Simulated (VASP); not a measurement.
# MgSi (P4mm) in VASP: notebook, part 2 of 2

VASP 6.6.1.

## 3. Single point, r2SCAN (all Si atoms moved +0.025 Å, as atom 2 along Cartesian [0 0 1])

File POSCAR:

```
MgSi
1.0
    2.9083940000      0.0000000000      0.0000000000
    0.0000000000      2.9083940000      0.0000000000
    0.0000000000      0.0000000000      4.1034270000
Mg Si
1 1
Direct
    0.0000000000      0.0000000000      0.0000000000
    0.5000000000      0.5000000000      0.5060924686
```

File INCAR.step1:

```
  PREC = Accurate
  ENCUT = 520
  ISMEAR = 0
  SIGMA = 0.15
  LREAL = False
  LASPH = True
  NELM = 80
  NBANDS = 10
  GGA = PE
  ALGO = Normal
  EDIFF = 1E-4
  LWAVE = True
  LCHARG = False
```

File INCAR.step2:

```
  PREC = Accurate
  ENCUT = 520
  EDIFF = 1E-7
  ISMEAR = 0
  SIGMA = 0.15
  LREAL = False
  LASPH = True
  NELM = 80
  ALGO = Normal
  ISIF = 2
  LWAVE = False
  LCHARG = True
  METAGGA = R2SCAN
  LMIXTAU = True
  LELF = True
  LVHAR = True
  NBANDS = 10
  ISTART = 1
```

File KPOINTS:

```
Automatic mesh
0
Gamma
  16 16 12
```

Potentials or basis: VASP PAW PBE potentials, release 64 (Mg, Si).

The run is started by

```bash
$ cat potpaw_PBE.64/Mg/POTCAR potpaw_PBE.64/Si/POTCAR > POTCAR
$ cp INCAR.step1 INCAR
$ mpirun -np 1 vasp_std > vasp.out
$ cp INCAR.step2 INCAR
$ mpirun -np 1 vasp_std > vasp.out
```

OUTCAR:

```text
PREC = Accurate
   ENCUT = 520
   EDIFF = 1E-7
   ISMEAR = 0
   LREAL = False
   LASPH = True
   NELM = 80
   ISIF = 2
   METAGGA = R2SCAN
   ISTART = 1

 ion  position               nearest neighbor table
   1  0.000  0.000  0.000-   2 2.89   2 2.89   2 2.89   2 2.89   2 2.92   2 2.92   2 2.92   2 2.92

   2  0.500  0.500  0.506-   1 2.89   1 2.89   1 2.89   1 2.89   1 2.92   1 2.92   1 2.92   1 2.92

  LATTYP: Found a simple tetragonal cell.
 ALAT       =     2.9083940000
 C/A-ratio  =     1.4108910278

  Lattice vectors:

 A1 = (   2.9083940000,   0.0000000000,   0.0000000000)
 A2 = (   0.0000000000,   2.9083940000,   0.0000000000)
 A3 = (   0.0000000000,   0.0000000000,   4.1034270000)

Analysis of symmetry for initial positions (statically):
=====================================================================
 Subroutine PRICEL returns:
 Original cell was already a primitive cell.

 Routine SETGRP: Setting up the symmetry group for a
 simple tetragonal supercell.

 Subroutine GETGRP returns: Found  8 space group operations
 (whereof  8 operations were pure point group operations)
 out of a pool of 16 trial point group operations.

The static configuration has the point symmetry C_4v.

Analysis of symmetry for dynamics (positions and initial velocities):
=====================================================================
 Subroutine PRICEL returns:
 Original cell was already a primitive cell.

 Routine SETGRP: Setting up the symmetry group for a
 simple tetragonal supercell.

 Subroutine GETGRP returns: Found  8 space group operations
 (whereof  8 operations were pure point group operations)
 out of a pool of 16 trial point group operations.

The dynamic configuration has the point symmetry C_4v.

 Subroutine INISYM returns: Found  8 space group operations
 (whereof  8 operations are pure point group operations),
 and found     1 'primitive' translations

----------------------------------------------------------------------------------------

                                     Primitive cell

  volume of cell :      34.7099

  direct lattice vectors                    reciprocal lattice vectors
     2.908394000  0.000000000  0.000000000     0.343832369  0.000000000  0.000000000
     0.000000000  2.908394000  0.000000000     0.000000000  0.343832369  0.000000000
     0.000000000  0.000000000  4.103427000     0.000000000  0.000000000  0.243698743

  length of vectors
     2.908394000  2.908394000  4.103427000     0.343832369  0.343832369  0.243698743

  position of ions in fractional coordinates (direct lattice)
     0.000000000  0.000000000  0.000000000
     0.500000000  0.500000000  0.506092469

  ion indices of the primitive-cell ions
   primitive index   ion index
                 1           1
                 2           2

----------------------------------------------------------------------------------------

 KPOINTS: Automatic mesh

Automatic generation of k-mesh.
 Grid dimensions read from file:
 generate k-points for:   16   16   12

 Generating k-lattice:

  Cartesian coordinates                     Fractional coordinates (reciprocal lattice)
     0.021489523  0.000000000  0.000000000     0.062500000  0.000000000  0.000000000
     0.000000000  0.021489523  0.000000000     0.000000000  0.062500000  0.000000000
     0.000000000  0.000000000  0.020308229     0.000000000  0.000000000  0.083333333

  Length of vectors
     0.021489523  0.021489523  0.020308229

  Shift w.r.t. Gamma in fractional coordinates (k-lattice)
     0.000000000  0.000000000  0.000000000

 Subroutine IBZKPT returns following result:
 ===========================================

 Found    315 irreducible k-points:

 Following reciprocal coordinates:
            Coordinates               Weight
  0.000000  0.000000  0.000000      1.000000
  0.062500  0.000000  0.000000      4.000000
  0.125000  0.000000  0.000000      4.000000
  0.187500  0.000000  0.000000      4.000000
  0.250000  0.000000  0.000000      4.000000
  0.312500  0.000000  0.000000      4.000000
[... 16 lines left out ...]
  0.437500  0.125000  0.000000      8.000000
  0.500000  0.125000  0.000000      4.000000
 [... further k-points ...]
   k-points           NKPTS =    315   k-points in BZ     NKDIM =    315   number of bands    NBANDS=     10
   number of dos      NEDOS =    301   number of ions     NIONS =      2
   total plane-waves  NPLWV =  18432
   dimension x,y,z NGX =    24 NGY =   24 NGZ =   32
   dimension x,y,z NGXF=    48 NGYF=   48 NGZF=   64
   ions per type =               1   1
   NGX,Y,Z   is equivalent  to a cutoff of  13.72, 13.72, 12.96 a.u.
   NGXF,Y,Z  is equivalent  to a cutoff of  27.44, 27.44, 25.93 a.u.
 SYSTEM =  unknown system
   PREC   = accura    normal or accurate (medium, high low for compatibility)
   ISTART =      1    job   : 0-new  1-cont  2-samecut
   ICHARG =      0    charge: 1-file 2-atom 10-const
   ISPIN  =      1    spin polarized calculation?
   LNONCOLLINEAR =      F non collinear calculations
   LSORBIT =      F    spin-orbit coupling
   LASPH  =      T    aspherical Exc in radial PAW
   ENCUT  =  520.0 eV  38.22 Ry    6.18 a.u.   5.41  5.41  7.63*2*pi/ulx,y,z
   NELM   =     80;   NELMIN=  2; NELMDL=  0     # of ELM steps
   EDIFF  = 0.1E-06   stopping-criterion for ELM
   LREAL  =      F    real-space projection
   EDIFFG = 0.1E-05   stopping-criterion for IOM
   NSW    =      0    number of steps for IOM
   IBRION =     -1    ionic relax: 0-MD 1-quasi-New 2-CG
   NFREE  =      0    steps in history (QN), initial steepest desc. (CG)
   ISIF   =      2    stress and relaxation
   ISYM   =      2    0-nonsym 1-usesym 2-fastsym
   POTIM  = 0.5000    time-step for ionic-motion
   TEBEG  =    0.0;   TEEND  =   0.0 temperature during run
   PSTRESS=    0.0 pullay stress
   NELECT =       6.0000    total number of electrons
   NUPDOWN=      -1.0000    fix difference up-down
   EMIN   =  10.00;   EMAX   =-10.00  energy-range for DOS
   EFERMI =   0.00;   METHOD = LEGACY
   ISMEAR =     0;   SIGMA  =   0.15  broadening in eV -4-tet -1-fermi 0-gaus
   EFERMI_NEDOS =   21; number of points for ismear=-14 and -15
   IALGO  =     38    algorithm
   IMIX   =      4    mixing-type and parameters
     AMIX     =   0.40;   BMIX     =  1.00
     AMIX_MAG =   1.60;   BMIX_MAG =  1.00
  volume/ion in A,a.u.               =      17.35       117.12
  Fermi-wavevector in a.u.,A,eV,Ry     =   0.911957  1.723348 11.315488  0.831665
  Thomas-Fermi vector in A             =   2.036296
   LORBIT       =      0    0 simple, 1 ext, 2 COOP (PROOUT), +10 PAW based schemes
   METAGGA = R2SCAN    functional components
   LHFCALC =     F    Hartree Fock is set to
   AEXX    =    0.0000 exact exchange contribution
   IVDW    =     0    specifies the selected vdW correction
   LEPSILON=     F    determine dielectric tensor
   LRPA    =     F    only Hartree local field effects (RPA)
 non-spin polarized calculation
 Gauss-broadening in eV      SIGMA  =   0.15
  energy-cutoff  :      520.00
  volume of cell :       34.71
 maximum number of plane-waves:       952
 NGX is ok and might be reduce to    24
   NGX = 11   NGY = 11   NGZ = 15

 number of electron       6.0000000 magnetization

 Free energy of the ion-electron system (eV)
  ---------------------------------------------------
  ext. energy  EPLUGINS =         0.00000000
  ---------------------------------------------------
  free energy    TOTEN  =       -12.61577955 eV

  energy without entropy =      -12.60672955  energy(sigma->0) =      -12.61125455

 E-fermi :   6.2284     XC(G=0): -10.4856

 val. band max:        6.2241513455   @ k =   0.4375   0.1250   0.3333
 cond. band min:       6.2326848195   @ k =   0.5000   0.1250   0.0000
 fundamental gap:      0.0085334740
 Fermi energy:         6.2284404215

 k-point     1 :       0.0000    0.0000    0.0000
  band No.  band energies     occupation
      1      -5.7509      2.00000
      2       3.1157      2.00000
      3       5.2883      2.00000
      4      10.8345      0.00000
      5      10.8345      0.00000
      6      11.8661      0.00000
      7      15.4182      0.00000
      8      19.4280      0.00000
      9      19.4280      0.00000
     10      19.9296      0.00000
[... 287 lines left out ...]
 k-point    24 :       0.5000    0.1250    0.0000
  band No.  band energies     occupation
      1      -1.9302      2.00000
      2       0.2389      2.00000
      3       6.2327      0.96808
      4       9.1402      0.00000
      5       9.5234      0.00000
      6      10.8550      0.00000
      7      11.0233      0.00000
      8      14.2588      0.00000
      9      19.3466      0.00000
     10      19.5273      0.00000

 [... further k-points ...]
[... 5 lines left out ...]
  --------------------------------------------------------------------------------------
  -------------------------------------------------------------------------------------
  Total       -0.0981800     -0.0981800     -0.8076296      0.0000000     -0.0000000      0.0000000
  in kB       -4.5319020     -4.5319020    -37.2794604      0.0000000     -0.0000000      0.0000000
  external PRESSURE =     -15.4477548 kB  Pullay stress =       0.0000000 kB

 VOLUME and BASIS-vectors are now :
 -----------------------------------------------------------------------------
  energy-cutoff  :      520.00
  volume of cell :       34.71
      direct lattice vectors                 reciprocal lattice vectors
     2.908394000  0.000000000  0.000000000     0.343832369  0.000000000  0.000000000
     0.000000000  2.908394000  0.000000000     0.000000000  0.343832369  0.000000000
     0.000000000  0.000000000  4.103427000     0.000000000  0.000000000  0.243698743

 POSITION                                       TOTAL-FORCE (eV/Angst)
 -----------------------------------------------------------------------------------
      0.00000      0.00000      0.00000         0.000000     -0.000000      0.094401
      1.45420      1.45420      2.07671         0.000000      0.000000     -0.094401
 -----------------------------------------------------------------------------------
    total drift:                               -0.000000     -0.000000     -0.000019

  FREE ENERGIE OF THE ION-ELECTRON SYSTEM (eV)
  ---------------------------------------------------
  free  energy   TOTEN  =       -12.6157795502 eV

  energy  without entropy=      -12.6067295502  energy(sigma->0) =      -12.61125455
```

Wall time 3 min (1 thread of Intel Xeon 6975P-C, shared host); peak memory 0.25 GiB.

What came out:

```yaml
Free_energy: -12.6158 eV
Pressure: -1.5 GPa
Largest_force: 0.094 eV/Å
Band_gap_on_the_k_mesh: zero (band 3 reaches 11.34 eV, above the bottom of band 4 at 4.66 eV)
```

Forces in eV/Å, atoms in the order of the input:
```
Mg   0.000  0.000  0.094
Si   0.000  0.000 -0.094
```

Stress tensor (GPa, compression positive):
```
-0.45  0.00  0.00
 0.00 -0.45  0.00
 0.00  0.00 -3.73
```

Caveat: the cell differs from its parent crystal (all Si atoms moved +0.025 Å, as atom 2 along Cartesian [0 0 1]); the PAW data sets were made with another functional, which shifts forces and pressure a little.
